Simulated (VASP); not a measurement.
# HfO2 (P-3m1) in VASP: density of states with PBE

Aim: the density of states of HfO2 with PBE.

All numbers are computed with VASP 6.6.1; they aren't measurements. Logs are shortened: lines on timing, memory, paths and dates and some standing lists are left out, and cuts for length are marked.

## 1. The cell of the first run

It takes space group P-3m1 (No. 164, trigonal). The conventional cell has a = 3.252 Å, b = 3.252 Å, c = 5.602 Å, α = 90.00°, β = 90.00°, γ = 120.00°. Within 2.8 Å of Hf (site symmetry -3m) lie 6 O at 2.11 Å. O (site symmetry 3m) has 3 Hf at 2.11 Å and 3 O at 2.70 Å within 2.8 Å.

## 2. Density of states, PBE

POSCAR reads:

```
HfO2
1.0
    3.2522111955      0.0000000000      0.0000000000
   -1.6261055978      2.8164975138      0.0000000000
    0.0000000000      0.0000000000      5.6017024625
Hf O
1 2
Direct
    0.0000000000      0.0000000000      0.0000000000
    0.3333333333      0.6666666667      0.1731211689
    0.6666666667      0.3333333333      0.8268788311
```

INCAR.step1 reads:

```
SYSTEM = HfO2
ALGO = Normal ; EDIFF = 1E-6
ENCUT = 520 ; GGA = PE
ISIF = 2 ; ISMEAR = 0
LASPH = .TRUE. ; LCHARG = .TRUE.
LMAXMIX = 4 ; LREAL = .FALSE.
LWAVE = .FALSE. ; NBANDS = 18
NELM = 100 ; PREC = Accurate
SIGMA = 0.05
```

KPOINTS.step1 reads:

```
k-points
0
G
  12 12 6
  0 0 0
```

INCAR.step2 reads:

```
SYSTEM = HfO2
ALGO = Normal ; EDIFF = 1E-6
ENCUT = 520 ; GGA = PE
ICHARG = 11 ; ISIF = 2
ISMEAR = -5 ; LASPH = .TRUE.
LCHARG = .FALSE. ; LMAXMIX = 4
LORBIT = 10 ; LREAL = .FALSE.
LWAVE = .FALSE. ; NBANDS = 18
NEDOS = 2001 ; NELM = 100
PREC = Accurate ; SIGMA = 0.05
```

KPOINTS.step2 reads:

```
k-points
0
G
  18 18 9
  0 0 0
```

Potentials or basis: VASP PAW PBE potentials, release 64 (Hf_pv, O).

Command:

```
> cat potpaw_PBE.64/Hf_pv/POTCAR potpaw_PBE.64/O/POTCAR > POTCAR
> cp INCAR.step1 INCAR
> cp KPOINTS.step1 KPOINTS
> mpirun -np 1 vasp_std > vasp.out
> cp INCAR.step2 INCAR
> cp KPOINTS.step2 KPOINTS
> mpirun -np 1 vasp_std > vasp.out
```

OUTCAR:

```text
SYSTEM = HfO2
   EDIFF = 1E-6
   ENCUT = 520
   GGA = PE
   ICHARG = 11
   ISIF = 2
   ISMEAR = -5
   LASPH = .TRUE.
   LORBIT = 10
   LREAL = .FALSE.
   NELM = 100
   PREC = Accurate

 ion  position               nearest neighbor table
   1  0.000  0.000  0.000-   2 2.11   3 2.11   3 2.11   2 2.11   3 2.11   2 2.11
   2  0.333  0.667  0.173-   1 2.11   1 2.11   1 2.11
   3  0.667  0.333  0.827-   1 2.11   1 2.11   1 2.11

  LATTYP: Found a hexagonal cell.
 ALAT       =     3.2522111955
 C/A-ratio  =     1.7224288725

  Lattice vectors:

 A1 = (   3.2522111955,   0.0000000000,   0.0000000000)
 A2 = (  -1.6261055978,   2.8164975138,   0.0000000000)
 A3 = (   0.0000000000,   0.0000000000,   5.6017024625)

Analysis of symmetry for initial positions (statically):
=====================================================================
 Subroutine PRICEL returns:
 Original cell was already a primitive cell.

 Routine SETGRP: Setting up the symmetry group for a
 hexagonal supercell.

 Subroutine GETGRP returns: Found 12 space group operations
 (whereof 12 operations were pure point group operations)
 out of a pool of 24 trial point group operations.

The static configuration has the point symmetry D_3d.

Analysis of symmetry for dynamics (positions and initial velocities):
=====================================================================
 Subroutine PRICEL returns:
 Original cell was already a primitive cell.

 Routine SETGRP: Setting up the symmetry group for a
 hexagonal supercell.

 Subroutine GETGRP returns: Found 12 space group operations
 (whereof 12 operations were pure point group operations)
 out of a pool of 24 trial point group operations.

The dynamic configuration has the point symmetry D_3d.

 Subroutine INISYM returns: Found 12 space group operations
 (whereof 12 operations are pure point group operations),
 and found     1 'primitive' translations

----------------------------------------------------------------------------------------

                                     Primitive cell

  volume of cell :      51.3107

  direct lattice vectors                    reciprocal lattice vectors
     3.252211196  0.000000000  0.000000000     0.307483106  0.177525454  0.000000000
    -1.626105598  2.816497514  0.000000000     0.000000000  0.355050908  0.000000000
     0.000000000  0.000000000  5.601702462     0.000000000  0.000000000  0.178517157

  length of vectors
     3.252211196  3.252211196  5.601702462     0.355050908  0.355050908  0.178517157

  position of ions in fractional coordinates (direct lattice)
     0.000000000  0.000000000  0.000000000
     0.333333333  0.666666667  0.173121169
     0.666666667  0.333333333  0.826878831

  ion indices of the primitive-cell ions
   primitive index   ion index
                 1           1
                 2           2
                 3           3

----------------------------------------------------------------------------------------

 KPOINTS: k-points

Automatic generation of k-mesh.
 Grid dimensions read from file:
 generate k-points for:   18   18    9

 Generating k-lattice:

  Cartesian coordinates                     Fractional coordinates (reciprocal lattice)
     0.017082395  0.009862525  0.000000000     0.055555556  0.000000000  0.000000000
     0.000000000  0.019725050  0.000000000     0.000000000  0.055555556  0.000000000
     0.000000000  0.000000000  0.019835240     0.000000000  0.000000000  0.111111111

  Length of vectors
     0.019725050  0.019725050  0.019835240

  Shift w.r.t. Gamma in fractional coordinates (k-lattice)
     0.000000000  0.000000000  0.000000000

 TETIRR: Found   4263 inequivalent tetrahedra from    17496

 Subroutine IBZKPT returns following result:
 ===========================================

 Found    293 irreducible k-points:

 Following reciprocal coordinates:
            Coordinates               Weight
  0.000000  0.000000  0.000000      1.000000
  0.055556  0.000000  0.000000      6.000000
  0.111111  0.000000  0.000000      6.000000
  0.166667  0.000000  0.000000      6.000000
  0.222222  0.000000  0.000000      6.000000
  0.277778  0.000000  0.000000      6.000000
[... 16 lines left out ...]
  0.333333  0.111111  0.000000     12.000000
  0.388889  0.111111  0.000000     12.000000
 [... further k-points ...]
   k-points           NKPTS =    293   k-points in BZ     NKDIM =    293   number of bands    NBANDS=     18
   number of dos      NEDOS =   2001   number of ions     NIONS =      3
   total plane-waves  NPLWV =  24192
   dimension x,y,z NGX =    24 NGY =   24 NGZ =   42
   dimension x,y,z NGXF=    48 NGYF=   48 NGZF=   84
   ions per type =               1   2
   NGX,Y,Z   is equivalent  to a cutoff of  12.27, 12.27, 12.46 a.u.
   NGXF,Y,Z  is equivalent  to a cutoff of  24.54, 24.54, 24.93 a.u.
 SYSTEM =  HfO2
   PREC   = accura    normal or accurate (medium, high low for compatibility)
   ISTART =      0    job   : 0-new  1-cont  2-samecut
   ICHARG =     11    charge: 1-file 2-atom 10-const
   ISPIN  =      1    spin polarized calculation?
   LNONCOLLINEAR =      F non collinear calculations
   LSORBIT =      F    spin-orbit coupling
   LASPH  =      T    aspherical Exc in radial PAW
   ENCUT  =  520.0 eV  38.22 Ry    6.18 a.u.   6.05  6.05 10.42*2*pi/ulx,y,z
   NELM   =    100;   NELMIN=  2; NELMDL=  0     # of ELM steps
   EDIFF  = 0.1E-05   stopping-criterion for ELM
   LREAL  =      F    real-space projection
   EDIFFG = 0.1E-04   stopping-criterion for IOM
   NSW    =      0    number of steps for IOM
   IBRION =     -1    ionic relax: 0-MD 1-quasi-New 2-CG
   NFREE  =      0    steps in history (QN), initial steepest desc. (CG)
   ISIF   =      2    stress and relaxation
   ISYM   =      2    0-nonsym 1-usesym 2-fastsym
   POTIM  = 0.5000    time-step for ionic-motion
   TEBEG  =    0.0;   TEEND  =   0.0 temperature during run
   PSTRESS=    0.0 pullay stress
   NELECT =      22.0000    total number of electrons
   NUPDOWN=      -1.0000    fix difference up-down
   EMIN   =  10.00;   EMAX   =-10.00  energy-range for DOS
   EFERMI =   0.00;   METHOD = LEGACY
   ISMEAR =    -5;   SIGMA  =   0.05  broadening in eV -4-tet -1-fermi 0-gaus
   EFERMI_NEDOS =   21; number of points for ismear=-14 and -15
   IALGO  =     38    algorithm
   IMIX   =      4    mixing-type and parameters
     AMIX     =   0.40;   BMIX     =  1.00
     AMIX_MAG =   1.60;   BMIX_MAG =  1.00
  volume/ion in A,a.u.               =      17.10       115.42
  Fermi-wavevector in a.u.,A,eV,Ry     =   1.234468  2.332805 20.734056  1.523910
  Thomas-Fermi vector in A             =   2.369156
   LORBIT       =     10    0 simple, 1 ext, 2 COOP (PROOUT), +10 PAW based schemes
   GGA     = PE    functional components
   LHFCALC =     F    Hartree Fock is set to
   AEXX    =    0.0000 exact exchange contribution
   IVDW    =     0    specifies the selected vdW correction
   LEPSILON=     F    determine dielectric tensor
   LRPA    =     F    only Hartree local field effects (RPA)
 non-spin polarized calculation
 Fermi weights with tetrahedron method with Bloechl corrections
  energy-cutoff  :      520.00
  volume of cell :       51.31
 maximum number of plane-waves:      1407

 number of electron      22.0000012 magnetization

 Free energy of the ion-electron system (eV)
  ---------------------------------------------------
  ext. energy  EPLUGINS =         0.00000000
  ---------------------------------------------------
  free energy    TOTEN  =       -29.83714014 eV

  energy without entropy =      -29.83714014  energy(sigma->0) =      -29.83714014

 E-fermi :  -0.7041     XC(G=0):  -8.8185

 val. band max:       -0.7190189822   @ k =   0.1667   0.1667   0.0000
 cond. band min:       4.0487455443   @ k =   0.5000   0.0000   0.0000
 fundamental gap:      4.7677645265
 Fermi energy:        -0.7041014919

 k-point     1 :       0.0000    0.0000    0.0000
  band No.  band energies     occupation
      1     -29.8654      2.00000
      2     -29.4026      2.00000
      3     -29.4026      2.00000
      4     -17.8061      2.00000
      5     -15.9564      2.00000
      6      -4.2877      2.00000
[... 10 lines left out ...]
     17       9.9671      0.00000
     18       9.9675      0.00000

 k-point     2 :       0.0556    0.0000    0.0000
  band No.  band energies     occupation
      1     -29.8605      2.00000
      2     -29.4278      2.00000
      3     -29.4070      2.00000
      4     -17.7571      2.00000
      5     -15.9869      2.00000
      6      -4.2685      2.00000
[... 10 lines left out ...]
     17       9.9557      0.00000
     18      10.2627      0.00000

 k-point     3 :       0.1111    0.0000    0.0000
  band No.  band energies     occupation
      1     -29.8466      2.00000
      2     -29.4995      2.00000
      3     -29.4196      2.00000
      4     -17.6180      2.00000
      5     -16.0729      2.00000
      6      -4.2136      2.00000
[... 10 lines left out ...]
     17       9.9271      0.00000
     18      10.7851      0.00000

 k-point     4 :       0.1667    0.0000    0.0000
  band No.  band energies     occupation
      1     -29.8255      2.00000
      2     -29.6063      2.00000
      3     -29.4389      2.00000
      4     -17.4109      2.00000
      5     -16.1954      2.00000
      6      -4.1342      2.00000
[... 375 lines left out ...]
      4     -16.8485      2.00000
      5     -16.3728      2.00000
      6      -4.2475      2.00000
[... 10 lines left out ...]
     17      10.1732      0.00000
     18      12.5451      0.00000

 k-point    23 :       0.3333    0.1111    0.0000
  band No.  band energies     occupation
      1     -30.0654      2.00000
      2     -29.7119      2.00000
      3     -29.5830      2.00000
      4     -16.9140      2.00000
      5     -16.2089      2.00000
      6      -4.5198      2.00000
[... 10 lines left out ...]
     17      10.4235      0.00000
     18      12.4389      0.00000

 k-point    24 :       0.3889    0.1111    0.0000
  band No.  band energies     occupation
      1     -30.1181      2.00000
      2     -29.6967      2.00000
      3     -29.6013      2.00000
      4     -16.9712      2.00000
      5     -16.0851      2.00000
      6      -4.7100      2.00000
[... 10 lines left out ...]
     17      10.6850      0.00000
     18      11.9632      0.00000

 [... further k-points ...]
[... 5 lines left out ...]
  --------------------------------------------------------------------------------------
  -------------------------------------------------------------------------------------
  Total       -0.7667176     -0.7667176     -0.4145125      0.0000000      0.0000000      0.0000000
  in kB      -23.9407562    -23.9407562    -12.9431511      0.0000000      0.0000000      0.0000000
  external PRESSURE =     -20.2748878 kB  Pullay stress =       0.0000000 kB

 VOLUME and BASIS-vectors are now :
 -----------------------------------------------------------------------------
  energy-cutoff  :      520.00
  volume of cell :       51.31
      direct lattice vectors                 reciprocal lattice vectors
     3.252211196  0.000000000  0.000000000     0.307483106  0.177525454  0.000000000
    -1.626105598  2.816497514  0.000000000     0.000000000  0.355050908  0.000000000
     0.000000000  0.000000000  5.601702462     0.000000000  0.000000000  0.178517157

 POSITION                                       TOTAL-FORCE (eV/Angst)
 -----------------------------------------------------------------------------------
      0.00000      0.00000      0.00000         0.000000      0.000000      0.000000
     -0.00000      1.87767      0.96977        -0.000000     -0.000000     -0.198022
      1.62611      0.93883      4.63193         0.000000      0.000000      0.198022
 -----------------------------------------------------------------------------------
    total drift:                               -0.000000      0.000000      0.000000

  FREE ENERGIE OF THE ION-ELECTRON SYSTEM (eV)
  ---------------------------------------------------
  free  energy   TOTEN  =       -29.8371401393 eV

  energy  without entropy=      -29.8371401393  energy(sigma->0) =      -29.83714014

 total charge

# of ion       s       p       d       tot
------------------------------------------
    1        0.312   6.647   1.465   8.424
    2        1.564   3.500   0.000   5.063
    3        1.564   3.500   0.000   5.063
--------------------------------------------------
tot          3.440  13.646   1.465  18.551
```

It took 7 min on 1 thread of AMD EPYC 7R13, shared host; peak memory 0.32 GiB.

Results:

* Valence electrons inside the program's atomic spheres: Hf 8.42; O 5.06

Levels at points of the mesh, in eV from the valence-band top:
```tsv
k point	band 9	band 10	band 11	band 12	band 13	band 14
(0.00, 0.00, 0.00)	-0.44	-0.28	-0.28	5.09	5.09	5.20
(0.50, 0.00, 0.00)	-1.31	-1.02	-0.51	4.77	5.92	7.06
```

Caveat: spin-orbit coupling is left out, which moves the levels of the heavy elements.
